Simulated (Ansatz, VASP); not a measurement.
Two plane-wave programs on Mg2C

The input POSCAR:

```
Mg2C
1.0
    0.0000000000      2.6556017251      2.6556017251
    2.6556017251      0.0000000000      2.6556017251
    2.6556017251      2.6556017251      0.0000000000
C Mg
1 2
Direct
    0.0000000000      0.0000000000      0.0000000000
    0.2500000000      0.2500000000      0.2500000000
    0.7500000000      0.7500000000      0.7500000000
```

Contents of INCAR.step1:

```
SYSTEM = Mg2C
PREC = Accurate
ENCUT = 520
ISMEAR = 0
SIGMA = 0.01
LREAL = .FALSE.
LASPH = .TRUE.
NELM = 100
NBANDS = 11
GGA = PE
ALGO = Normal
EDIFF = 1E-4
LWAVE = .TRUE.
LCHARG = .FALSE.
```

File INCAR.step2:

```
SYSTEM = Mg2C
PREC = Accurate
ENCUT = 520
EDIFF = 1E-6
ISMEAR = 0
SIGMA = 0.01
LREAL = .FALSE.
LASPH = .TRUE.
NELM = 100
ALGO = Normal
ISIF = 2
LWAVE = .FALSE.
LCHARG = .TRUE.
METAGGA = R2SCAN
LMIXTAU = .TRUE.
LELF = .TRUE.
LVHAR = .TRUE.
NBANDS = 11
ISTART = 1
```

Contents of KPOINTS:

```
Automatic mesh
0
G
  6 6 6
  0 0 0
```

Input for Ansatz:

```yaml
crystal:
  lattice:
    - [0.0, 2.6556017251, 2.6556017251]
    - [2.6556017251, 0.0, 2.6556017251]
    - [2.6556017251, 2.6556017251, 0.0]
  atoms:
    - { symbol: C, position: [0.0, 0.0, 0.0] }
    - { symbol: Mg, position: [0.25, 0.25, 0.25] }
    - { symbol: Mg, position: [0.75, 0.75, 0.75] }
kpoints:
  mp_grid: { grid: [6, 6, 6] }
hamiltonian:
  xc: r2scan
scf:
  occupations: { method: fixed }
  n_extra_bands: 4
output:
  forces: true
  stress: true
  eigenvalues: true
```

Alike in both runs: task single point; functional r2SCAN; k mesh 6 × 6 × 6; no spin polarisation.

```csv
,VASP,Ansatz
version,VASP 6.6.1,Ansatz 0.2.0
potentials or method,"VASP PAW PBE potentials, release 64 (C, Mg)","plane waves, PAW"
plane-wave cutoff (eV),520,500
occupations,"gaussian, width 0.01 eV",fixed
valence electrons in the cell,8,24
```

Ansatz gave:

* gap on the k mesh at the Fermi level (eV): 1.13
* pressure (GPa): 6.9

Problem. What did VASP give for the same quantities?

Solution. gap on the k mesh at the Fermi level (eV): 1.12; pressure (GPa): 6.5.

VASP's potentials were made for PBE, not for r2SCAN. VASP's potentials hold 8 valence electrons a cell and Ansatz's 24, so a difference there can come from the potentials and not from the codes.
